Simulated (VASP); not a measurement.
The system is SrCl2.

```
Sr Cl
1.0
     0.00000    3.49772    3.49772
     3.49772    0.00000    3.49772
     3.49772    3.49772    0.00000
Sr Cl
1 2
Direct
  0.00000 0.00000 0.00000
  0.25000 0.25000 0.25000
  0.75000 0.75000 0.75000
```

Base run:

- Program: VASP 6.6.1
- Functional: r2SCAN
- Potentials or basis: VASP PAW PBE potentials, release 64 (Sr_sv, Cl)
- Cutoff: 520 eV
- k mesh: 4 × 4 × 4
- Occupations: gaussian, width 0.01 eV
- Spin: no spin polarisation

Its results: band gap on the k mesh 5.94 eV, indirect (least direct gap 5.99 eV); pressure 0.0 GPa.

Question: The run is repeated on the same cell with these changes: functional from r2SCAN to LDA; potentials or basis from VASP PAW PBE potentials, release 64 (Sr_sv, Cl) to VASP PAW LDA potentials, release 64 (Sr_sv, Cl). What comes out?

Answer: Band gap on the k mesh 4.86 eV, indirect (least direct gap 5.15 eV); pressure -3.0 GPa.

Caveats: the PAW data sets were made with another functional, which shifts forces and pressure a little (some runs).

A k mesh can miss the band edges.
